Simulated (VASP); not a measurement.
# CdH2O2 (P3m1) in VASP: further runs

CdH2O2 is run at these levels: PBEsol+D3(BJ); tasks: single point.

All numbers are computed with VASP 6.6.1; they aren't measurements. Logs are shortened: lines on timing, memory, paths and dates and some standing lists are left out, and cuts for length are marked.

### Step 1. The cell of the first run

Symmetry: P3m1, No. 156, trigonal system. The conventional cell has a = 3.840 Å, b = 3.840 Å, c = 4.441 Å, α = 90.00°, β = 90.00°, γ = 120.00°. Cd (site symmetry 3m) has 3 H at 2.22 Å and 6 O at 2.39 to 2.43 Å within 2.9 Å. Within 1.3 Å of H (site symmetry 3m) lie 1 O at 0.99 Å. H (site symmetry 3m) has 1 O at 0.98 Å within 1.3 Å. Within 1.3 Å of O (site symmetry 3m) lie 1 H at 0.99 Å. Within 1.3 Å of O (site symmetry 3m) lie 1 H at 0.98 Å.

### Step 2. Single point, PBEsol+D3(BJ)

File INCAR:

```
SYSTEM = CdH2O2
  PREC = Accurate
  ENCUT = 600
  EDIFF = 1E-6
  ISMEAR = 0
  SIGMA = 0.01
  LREAL = .False.
  LASPH = .True.
  NELM = 120
  ALGO = Normal
  ISIF = 2
  LWAVE = .False.
  LCHARG = .False.
  GGA = PS
  IVDW = 12
  NBANDS = 25
  GGA_COMPAT = .False.
```

File KPOINTS:

```
regular mesh
0
Gamma
  6 6 4
  0 0 0
```

File POSCAR:

```
CdH2O2
1.0
    3.8398220000      0.0000000000      0.0000000000
   -1.9199110000      3.3253830000      0.0000000000
    0.0000000000      0.0000000000      4.4413930000
Cd H O
1 2 2
Direct
    0.3333333333      0.6666666667      0.9873000000
    0.0000000000      0.0000000000      0.0080770000
    0.6666666667      0.3333333333      0.4318850000
    0.0000000000      0.0000000000      0.7861940000
    0.6666666667      0.3333333333      0.2118940000
```

Potentials or basis: VASP PAW PBE potentials, release 64 (Cd_sv_GW, H, O).

Launch:

```bash
$ cat potpaw_PBE.64/Cd_sv_GW/POTCAR potpaw_PBE.64/H/POTCAR potpaw_PBE.64/O/POTCAR > POTCAR
$ mpirun -np 1 vasp_std > vasp.out
```

OUTCAR:

```text
SYSTEM = CdH2O2
   PREC = Accurate
   ENCUT = 600
   EDIFF = 1E-6
   ISMEAR = 0
   LREAL = .False.
   LASPH = .True.
   NELM = 120
   ISIF = 2
   GGA = PS
   IVDW = 12
 IVDW          = 12

 ion  position               nearest neighbor table
   1  0.333  0.667  0.987-
   2  0.000  0.000  0.008-   4 0.99
   3  0.667  0.333  0.432-   5 0.98
   4  0.000  0.000  0.786-   2 0.99
   5  0.667  0.333  0.212-   3 0.98

  LATTYP: Found a hexagonal cell.
 ALAT       =     3.8398220000
 C/A-ratio  =     1.1566663767

  Lattice vectors:

 A1 = (   3.8398220000,   0.0000000000,   0.0000000000)
 A2 = (  -1.9199110000,   3.3253830000,   0.0000000000)
 A3 = (   0.0000000000,   0.0000000000,   4.4413930000)

Analysis of symmetry for initial positions (statically):
=====================================================================
 Subroutine PRICEL returns:
 Original cell was already a primitive cell.

 Routine SETGRP: Setting up the symmetry group for a
 hexagonal supercell.

 Subroutine GETGRP returns: Found  6 space group operations
 (whereof  6 operations were pure point group operations)
 out of a pool of 24 trial point group operations.

The static configuration has the point symmetry C_3v.

Analysis of symmetry for dynamics (positions and initial velocities):
=====================================================================
 Subroutine PRICEL returns:
 Original cell was already a primitive cell.

 Routine SETGRP: Setting up the symmetry group for a
 hexagonal supercell.

 Subroutine GETGRP returns: Found  6 space group operations
 (whereof  6 operations were pure point group operations)
 out of a pool of 24 trial point group operations.

The dynamic configuration has the point symmetry C_3v.

 Subroutine INISYM returns: Found  6 space group operations
 (whereof  6 operations are pure point group operations),
 and found     1 'primitive' translations

----------------------------------------------------------------------------------------

                                     Primitive cell

  volume of cell :      56.7116

  direct lattice vectors                    reciprocal lattice vectors
     3.839822000  0.000000000  0.000000000     0.260428739  0.150358620  0.000000000
    -1.919911000  3.325383000  0.000000000     0.000000000  0.300717241  0.000000000
     0.000000000  0.000000000  4.441393000     0.000000000  0.000000000  0.225154586

  length of vectors
     3.839822000  3.839821655  4.441393000     0.300717214  0.300717241  0.225154586

  position of ions in fractional coordinates (direct lattice)
     0.333333333  0.666666667  0.987300000
     0.000000000  0.000000000  0.008077000
     0.666666667  0.333333333  0.431885000
     0.000000000  0.000000000  0.786194000
     0.666666667  0.333333333  0.211894000

  ion indices of the primitive-cell ions
   primitive index   ion index
                 1           1
                 2           2
                 3           3
                 4           4
                 5           5

----------------------------------------------------------------------------------------

 KPOINTS: regular mesh

Automatic generation of k-mesh.
 Grid dimensions read from file:
 generate k-points for:    6    6    4

 Generating k-lattice:

  Cartesian coordinates                     Fractional coordinates (reciprocal lattice)
     0.043404790  0.025059770  0.000000000     0.166666667  0.000000000  0.000000000
     0.000000000  0.050119540  0.000000000     0.000000000  0.166666667  0.000000000
     0.000000000  0.000000000  0.056288646     0.000000000  0.000000000  0.250000000

  Length of vectors
     0.050119536  0.050119540  0.056288646

  Shift w.r.t. Gamma in fractional coordinates (k-lattice)
     0.000000000  0.000000000  0.000000000

 Subroutine IBZKPT returns following result:
 ===========================================

 Found     24 irreducible k-points:

 Following reciprocal coordinates:
            Coordinates               Weight
  0.000000  0.000000  0.000000      1.000000
  0.166667  0.000000  0.000000      6.000000
  0.333333 -0.000000  0.000000      6.000000
  0.500000 -0.000000  0.000000      3.000000
  0.166667  0.166667  0.000000      6.000000
  0.333333  0.166667  0.000000     12.000000
[... 16 lines left out ...]
  0.333333  0.166667  0.500000     12.000000
  0.333333  0.333333  0.500000      2.000000
   k-points           NKPTS =     24   k-points in BZ     NKDIM =     24   number of bands    NBANDS=     25
   number of dos      NEDOS =    301   number of ions     NIONS =      5
   total plane-waves  NPLWV =  36864
   dimension x,y,z NGX =    32 NGY =   32 NGZ =   36
   dimension x,y,z NGXF=    64 NGYF=   64 NGZF=   72
   ions per type =               1   2   2
   NGX,Y,Z   is equivalent  to a cutoff of  13.85, 13.85, 13.48 a.u.
   NGXF,Y,Z  is equivalent  to a cutoff of  27.71, 27.71, 26.95 a.u.
 SYSTEM =  CdH2O2
   PREC   = accura    normal or accurate (medium, high low for compatibility)
   ISTART =      0    job   : 0-new  1-cont  2-samecut
   ICHARG =      2    charge: 1-file 2-atom 10-const
   ISPIN  =      1    spin polarized calculation?
   LNONCOLLINEAR =      F non collinear calculations
   LSORBIT =      F    spin-orbit coupling
   LASPH  =      T    aspherical Exc in radial PAW
   ENCUT  =  600.0 eV  44.10 Ry    6.64 a.u.   7.67  7.67  8.87*2*pi/ulx,y,z
   NELM   =    120;   NELMIN=  2; NELMDL= -5     # of ELM steps
   EDIFF  = 0.1E-05   stopping-criterion for ELM
   LREAL  =      F    real-space projection
   EDIFFG = 0.1E-04   stopping-criterion for IOM
   NSW    =      0    number of steps for IOM
   IBRION =     -1    ionic relax: 0-MD 1-quasi-New 2-CG
   NFREE  =      0    steps in history (QN), initial steepest desc. (CG)
   ISIF   =      2    stress and relaxation
   ISYM   =      2    0-nonsym 1-usesym 2-fastsym
   POTIM  = 0.5000    time-step for ionic-motion
   TEBEG  =    0.0;   TEEND  =   0.0 temperature during run
   PSTRESS=    0.0 pullay stress
   NELECT =      34.0000    total number of electrons
   NUPDOWN=      -1.0000    fix difference up-down
   EMIN   =  10.00;   EMAX   =-10.00  energy-range for DOS
   EFERMI =   0.00;   METHOD = LEGACY
   ISMEAR =     0;   SIGMA  =   0.01  broadening in eV -4-tet -1-fermi 0-gaus
   EFERMI_NEDOS =   21; number of points for ismear=-14 and -15
   IALGO  =     38    algorithm
   IMIX   =      4    mixing-type and parameters
     AMIX     =   0.40;   BMIX     =  1.00
     AMIX_MAG =   1.60;   BMIX_MAG =  1.00
  volume/ion in A,a.u.               =      11.34        76.54
  Fermi-wavevector in a.u.,A,eV,Ry     =   1.380418  2.608611 25.926618  1.905553
  Thomas-Fermi vector in A             =   2.505297
   LORBIT       =      0    0 simple, 1 ext, 2 COOP (PROOUT), +10 PAW based schemes
   GGA     = PS    functional components
   LHFCALC =     F    Hartree Fock is set to
   AEXX    =    0.0000 exact exchange contribution
   IVDW    =    12    specifies the selected vdW correction
   LEPSILON=     F    determine dielectric tensor
   LRPA    =     F    only Hartree local field effects (RPA)
 non-spin polarized calculation
 Gauss-broadening in eV      SIGMA  =   0.01
  energy-cutoff  :      600.00
  volume of cell :       56.71
 maximum number of plane-waves:      1914
 NGX is ok and might be reduce to    32
   NGX = 15   NGY = 15   NGZ = 17

 number of electron      34.0000004 magnetization

 Free energy of the ion-electron system (eV)
  ---------------------------------------------------
  ext. energy  EPLUGINS =         0.00000000
  ---------------------------------------------------
  free energy    TOTEN  =       -22.62270280 eV

  energy without entropy =      -22.62270280  energy(sigma->0) =      -22.62270280

 E-fermi :   0.5824     XC(G=0):  -9.5548

 val. band max:        0.3807080978   @ k =   0.5000  -0.0000   0.0000
 cond. band min:       1.5053297643   @ k =   0.0000   0.0000   0.0000
 fundamental gap:      1.1246216665
 Fermi energy:         0.5824312413

 k-point     1 :       0.0000    0.0000    0.0000
  band No.  band energies     occupation
      1     -99.7506      2.00000
      2     -60.9164      2.00000
      3     -60.8369      2.00000
      4     -60.8369      2.00000
      5     -17.8571      2.00000
      6     -16.8066      2.00000
[... 17 lines left out ...]
     24      14.3969      0.00000
     25      16.3868      0.00000

 k-point     2 :       0.1667    0.0000    0.0000
  band No.  band energies     occupation
      1     -99.7506      2.00000
      2     -60.9163      2.00000
      3     -60.8373      2.00000
      4     -60.8369      2.00000
      5     -17.7795      2.00000
      6     -16.8561      2.00000
[... 17 lines left out ...]
     24      14.2340      0.00000
     25      16.3160      0.00000

 k-point     3 :       0.3333   -0.0000    0.0000
  band No.  band energies     occupation
      1     -99.7506      2.00000
      2     -60.9162      2.00000
      3     -60.8380      2.00000
      4     -60.8372      2.00000
      5     -17.6059      2.00000
      6     -16.9684      2.00000
[... 17 lines left out ...]
     24      14.0276      0.00000
     25      15.1677      0.00000

 k-point     4 :       0.5000   -0.0000    0.0000
  band No.  band energies     occupation
      1     -99.7506      2.00000
      2     -60.9162      2.00000
      3     -60.8383      2.00000
      4     -60.8373      2.00000
      5     -17.5004      2.00000
      6     -17.0408      2.00000
[... 17 lines left out ...]
     24      13.6154      0.00000
     25      14.7805      0.00000
[... 477 lines left out ...]
 k-point    22 :       0.1667    0.1667    0.5000
  band No.  band energies     occupation
      1     -99.7506      2.00000
      2     -60.9163      2.00000
      3     -60.8378      2.00000
      4     -60.8372      2.00000
      5     -17.5645      2.00000
      6     -17.0130      2.00000
[... 17 lines left out ...]
     24      13.3298      0.00000
     25      15.4509      0.00000

 k-point    23 :       0.3333    0.1667    0.5000
  band No.  band energies     occupation
      1     -99.7506      2.00000
      2     -60.9162      2.00000
      3     -60.8382      2.00000
      4     -60.8374      2.00000
      5     -17.4770      2.00000
      6     -17.0385      2.00000
[... 17 lines left out ...]
     24      13.8496      0.00000
     25      15.5326      0.00000

 k-point    24 :       0.3333    0.3333    0.5000
  band No.  band energies     occupation
      1     -99.7506      2.00000
      2     -60.9163      2.00000
      3     -60.8380      2.00000
      4     -60.8379      2.00000
      5     -17.4545      2.00000
      6     -17.0393      2.00000
[... 17 lines left out ...]
     24      15.0060      0.00000
     25      15.7660      0.00000

------------------------ aborting loop because EDIFF is reached ----------------------------------------

 Edisp (eV)   -0.43529

 E8    (eV) :    -0.2431

  FORCE on cell =-STRESS in cart. coord.  units (eV):
  Direction    XX          YY          ZZ          XY          YZ          ZX
  --------------------------------------------------------------------------------------
  -------------------------------------------------------------------------------------
  Total      -2.53941    -2.53941    -1.11749     0.00000     0.00000     0.00000
  in kB     -71.74159   -71.74158   -31.57047     0.00000     0.00000     0.00000
  external pressure =      -58.35 kB  Pullay stress =        0.00 kB

 VOLUME and BASIS-vectors are now :
 -----------------------------------------------------------------------------
  energy-cutoff  :      600.00
  volume of cell :       56.71
      direct lattice vectors                 reciprocal lattice vectors
     3.839822000  0.000000000  0.000000000     0.260428739  0.150358620  0.000000000
    -1.919911000  3.325383000  0.000000000     0.000000000  0.300717241  0.000000000
     0.000000000  0.000000000  4.441393000     0.000000000  0.000000000  0.225154586

 POSITION                                       TOTAL-FORCE (eV/Angst)
 -----------------------------------------------------------------------------------
     -0.00000      2.21692      4.38499        -0.000000      0.000000     -0.045992
      0.00000      0.00000      0.03587        -0.000000      0.000000      0.283628
      1.91991      1.10846      1.91817        -0.000000     -0.000000      0.166408
      0.00000      0.00000      3.49180         0.000000      0.000000      0.158047
      1.91991      1.10846      0.94110         0.000000      0.000000     -0.562090
 -----------------------------------------------------------------------------------
    total drift:                                0.000001      0.000001     -0.002519

  FREE ENERGIE OF THE ION-ELECTRON SYSTEM (eV)
  ---------------------------------------------------
  free  energy   TOTEN  =       -23.0579967513 eV

  energy  without entropy=      -23.0579967513  energy(sigma->0) =      -23.05799675
```

Wall time 19 s (1 thread of Intel Xeon 6975P-C (Granite Rapids), shared host); peak memory 0.22 GiB.

What came out:

| Item | Value |
| --- | --- |
| Free energy | -23.0580 eV |
| Pressure | -5.8 GPa |
| Largest force | 0.562 eV/Å |
| Band gap on the k mesh | 1.12 eV, indirect (least direct gap 1.66 eV) |
| Dispersion energy per atom | -0.087 eV |

Forces in eV/Å, atoms in the order of the input:
```
Cd   0.000  0.000 -0.046
H    0.000  0.000  0.284
H    0.000  0.000  0.166
O    0.000  0.000  0.158
O    0.000  0.000 -0.562
```

Caveat: the PAW data sets were made with another functional, which shifts forces and pressure a little. A k mesh can miss the band edges.

### Step 3. Single point, PBEsol+D3(BJ)

This run uses another cell than the first one, of 11.80 Å³/atom, 1.040 times its volume.

File INCAR:

```
  ALGO = Normal
  EDIFF = 1E-6
  ENCUT = 600
  GGA = PS
  GGA_COMPAT = False
  ISIF = 2
  ISMEAR = 0
  IVDW = 12
  LASPH = True
  LCHARG = True
  LELF = True
  LREAL = False
  LVHAR = True
  LWAVE = False
  NBANDS = 25
  NELM = 120
  PREC = Accurate
  SIGMA = 0.01
```

File KPOINTS:

```
k-points
0
Gamma
  6 6 4
```

POSCAR: that of step 2 with these lines changed.

```diff
@@ -2,5 +2,5 @@
 1.0
-    3.8398220000      0.0000000000      0.0000000000
-   -1.9199110000      3.3253830000      0.0000000000
-    0.0000000000      0.0000000000      4.4413930000
+    3.8903517683      0.0000000000      0.0000000000
+   -1.9451758841      3.3691430578      0.0000000000
+    0.0000000000      0.0000000000      4.4998390840
 Cd H O
```

Potentials or basis: VASP PAW PBE potentials, release 64 (Cd_sv_GW, H, O).

Launch:

```bash
$ cat potpaw_PBE.64/Cd_sv_GW/POTCAR potpaw_PBE.64/H/POTCAR potpaw_PBE.64/O/POTCAR > POTCAR
$ mpirun -np 1 vasp_std > vasp.out
```

Run time: 43 s. Hardware: 1 thread of AMD EPYC 7R43 (Zen 3), shared host; peak memory 0.19 GiB.

Results (log left out):

- Free energy: -22.9633 eV
- Pressure: -8.5 GPa
- Largest force: 0.828 eV/Å
- Band gap on the k mesh: 1.03 eV, indirect (least direct gap 1.56 eV)
- Dispersion energy per atom: -0.084 eV

Forces in eV/Å, atoms in the order of the input:
```
Cd   0.000  0.000 -0.030
H    0.000  0.000 -0.241
H    0.000  0.000 -0.420
O    0.000  0.000  0.828
O    0.000  0.000 -0.136
```

Stress tensor (GPa, compression positive):
```
-9.28  0.00  0.00
 0.00 -9.28  0.00
 0.00  0.00 -6.96
```

Levels at points of the mesh, in eV from the valence-band top:
```tsv
k point	band 14	band 15	band 16	band 17	band 18	band 19	band 20	band 21
(0.00, 0.00, 0.00)	-0.87	-0.87	-0.53	-0.53	1.03	6.04	9.70	10.50
(0.50, 0.00, 0.00)	-3.01	-2.15	-1.58	0.00	4.94	5.91	8.13	9.58
(0.00, 0.00, 0.50)	-0.98	-0.98	-0.38	-0.38	2.79	4.64	9.97	10.55
(0.50, 0.00, 0.50)	-2.37	-1.90	-1.47	-0.27	5.09	6.07	7.88	8.81
```

Caveat: the PAW data sets were made with another functional, which shifts forces and pressure a little.
